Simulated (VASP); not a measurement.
A run of VASP 6.6.1 is set up as follows.

File POSCAR:

```
WSe2
1.0
    3.3144731647      0.0000000000      0.0000000000
   -1.6572365824      2.8704179608      0.0000000000
    0.0000000000      0.0000000000     17.6567189760
W Se
1 2
Direct
    0.0000000000      0.0000000000      0.0000000000
    0.3333333333      0.6666666667      0.0940659061
    0.3333333333      0.6666666667      0.9059340939
```

INCAR.step1

```
PREC = Accurate
ENCUT = 520
ISMEAR = 0
SIGMA = 0.02
LREAL = F
LASPH = T
NELM = 60
NBANDS = 20
GGA = PE
ALGO = Normal
EDIFF = 1E-4
LWAVE = T
LCHARG = F
```

The input INCAR.step2:

```
PREC = Accurate
ENCUT = 520
EDIFF = 1E-6
ISMEAR = 0
SIGMA = 0.02
LREAL = F
LASPH = T
NELM = 60
ALGO = Normal
ISIF = 2
LWAVE = F
LCHARG = F
METAGGA = R2SCAN
LMIXTAU = T
NBANDS = 20
ISTART = 1
```

The input KPOINTS:

```
Automatic mesh
0
Gamma
  9 9 2
```

Potentials or basis: VASP PAW PBE potentials, release 64 (W_sv, Se).

Command:

```bash
$ cat potpaw_PBE.64/W_sv/POTCAR potpaw_PBE.64/Se/POTCAR > POTCAR
$ cp INCAR.step1 INCAR
$ mpirun -np 1 vasp_std > vasp.out
$ cp INCAR.step2 INCAR
$ mpirun -np 1 vasp_std > vasp.out
```

**Question.** Predict the band gap on the k mesh.

**Answer.** 1.64 eV, direct.

**Question.** Estimate the largest force.

**Answer.** 0.044 eV/Å.

Forces in eV/Å, atoms in the order of the input:
```
W    0.000  0.000  0.000
Se   0.000  0.000  0.044
Se   0.000  0.000 -0.044
```

Caveat: the PAW data sets were made with another functional, which shifts forces and pressure a little; spin-orbit coupling is left out, which moves the levels of the heavy elements.
